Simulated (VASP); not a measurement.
Set up this calculation in VASP 6.6.1, as the native input.

* Task: single point
* Functional: PBEsol
* Potentials or basis: VASP PAW PBE potentials, release 64 (Si)
* Cutoff: 500 eV
* k mesh: 9 × 9 × 9
* Occupations: gaussian, width 0.02 eV
* Spin: no spin polarisation
* Dipole correction: no
* Further INCAR settings: ALGO = Normal; EDIFF = 1e-06; NBANDS = 11

The structure of Si lies in POSCAR:

```
Si
1.0
    0.0427765645      2.7497787567      2.7497787567
    2.7497787567      0.0427765645      2.7497787567
    2.7497787567      2.7497787567      0.0427765645
Si
2
Direct
    0.0009681043      0.0009681043      0.0009681043
    0.2490318957      0.2490318957      0.2490318957
```

This cell differs from its parent crystal: strained cell.

These files were run (other wordings do the same):

INCAR

```
SYSTEM = Si
PREC = Accurate ; ENCUT = 500
EDIFF = 1E-6 ; ISMEAR = 0
SIGMA = 0.02 ; LREAL = .False.
LASPH = .True. ; NELM = 120
ALGO = Normal ; ISIF = 2
LWAVE = .False. ; LCHARG = .False.
GGA = PS ; NBANDS = 11
GGA_COMPAT = .False.
```

KPOINTS

```
regular mesh
0
Gamma
  9 9 9
  0 0 0
```

Potentials or basis: VASP PAW PBE potentials, release 64 (Si).

The run is started by

```console
$ cat potpaw_PBE.64/Si/POTCAR > POTCAR
$ mpirun -np 1 vasp_std > vasp.out
```

It gave:

The pressure is -1.0 GPa and the band gap on the k mesh is 0.39 eV (least direct gap 2.18 eV).

Caveat: the cell differs from its parent crystal (strained cell); the PAW data sets were made with another functional, which shifts forces and pressure a little.

It took 49 s on 1 thread of Intel Xeon 8259CL (shared host), peak memory 0.16 GiB.
